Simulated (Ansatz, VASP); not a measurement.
One calculation of Sb2Se3, two programs

```xyz
10
Lattice="6.7027 0.0000 0.0000 0.0000 7.6072 0.0000 0.0000 0.0000 7.9071" Properties=species:S:1:pos:R:3 pbc="T T T"
Sb    3.1388    0.0000    5.3413
Sb    0.2126    0.0000    5.3413
Sb    3.5640    0.0000    2.5658
Sb    6.4901    0.0000    2.5658
Se    0.0000    2.5604    3.9535
Se    3.3514    5.0469    3.9535
Se    0.0000    5.0469    3.9535
Se    3.3514    2.5604    3.9535
Se    1.6757    3.8036    1.9660
Se    5.0271    3.8036    5.9411
```

Alike in both runs: functional PBE; k mesh 2 × 2 × 2; occupations gaussian, width 0.15 eV; no spin polarisation.

Ansatz relaxed the structure, and its values are those at the end. VASP's run is a single point on that final structure, the one shown.

```csv
,VASP,Ansatz
version,VASP 6.6.1,Ansatz 0.2.0
potentials or method,"VASP PAW PBE potentials, release 64 (Sb, Se), cutoff 500 eV","scalar-relativistic, plane waves, PAW"
valence electrons in the cell,56,156
```

VASP gave:

```
gap on the k mesh at the Fermi level (eV) : none
pressure (GPa)                            : 0.2
rms of the force components (eV/Å)        : 0.017
```

Which values does Ansatz return?

gap on the k mesh at the Fermi level (eV): none; pressure (GPa): 0.2; rms of the force components (eV/Å): 0.019.

A gap of «none» marks a metal or a gap that the smearing closes. VASP's potentials hold 56 valence electrons a cell and Ansatz's 156, so a difference there can come from the potentials and not from the codes.

The k mesh is coarse, so the values compare programs but aren't converged. Spin-orbit coupling is off throughout.
